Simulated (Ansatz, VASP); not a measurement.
**Sn in VASP and in Ansatz**

File INCAR:

```
SYSTEM = Sn
PREC = Accurate
ENCUT = 520
EDIFF = 1E-6
ISMEAR = -1
SIGMA = 0.1
LREAL = .FALSE.
LASPH = .TRUE.
NELM = 100
ALGO = Normal
ISIF = 2
LWAVE = .FALSE.
LCHARG = .FALSE.
GGA = PS
NBANDS = 21
```

Contents of KPOINTS:

```
Automatic mesh
0
G
  14 14 14
  0 0 0
```

File POSCAR:

```
Sn
1.0
    0.0000000000      3.1354737916      3.1354737916
    3.1354737916      0.0000000000      3.1354737916
    3.1354737916      3.1354737916      0.0000000000
Sn
2
Direct
    0.5000000000      0.5000000000      0.5000000000
    0.7500000000      0.7500000000      0.7500000000
```

Input for Ansatz:

```yaml
crystal:
  lattice:
    - [0.0, 3.1354737889, 3.1354737889]
    - [3.1354737889, 0.0, 3.1354737889]
    - [3.1354737889, 3.1354737889, 0.0]
  atoms:
    - { symbol: Sn, position: [0.5, 0.5, 0.5] }
    - { symbol: Sn, position: [0.75, 0.75, 0.75] }
hamiltonian:
  xc: pbesol
  pseudopotentials:
    kind: paw
    azcp:
      Sn: "pseudopotentials/Sn.paw.azcp"
basis:
  ecutwfc: 420
  fft_grid_basis: typed
kpoints:
  mp_grid: { grid: [14, 14, 14], shift: [0, 0, 0] }
magnetization:
  spin_polarized: false
scf:
  occupations: { method: fermi_dirac, width: 0.1 }
output:
  stress: true
```

Alike in both runs: task single point; functional PBEsol; k mesh 14 × 14 × 14; occupations fermi-dirac, width 0.1 eV; no spin polarisation.

```csv
,VASP,Ansatz
version,VASP 6.6.1,Ansatz 0.2.0
potentials or method,"VASP PAW PBE potentials, release 64 (Sn_d), cutoff 520 eV","plane waves (420 eV) with PAW, scalar-relativistic"
valence electrons in the cell,28,28
```

|  | VASP | Ansatz | Ansatz less VASP |
| --- | --- | --- | --- |
| pressure (GPa) | 7.0 | 7.1 | +0.13 |

VASP's potentials were made for PBE, not for PBEsol, and Ansatz warns of the same on its side.
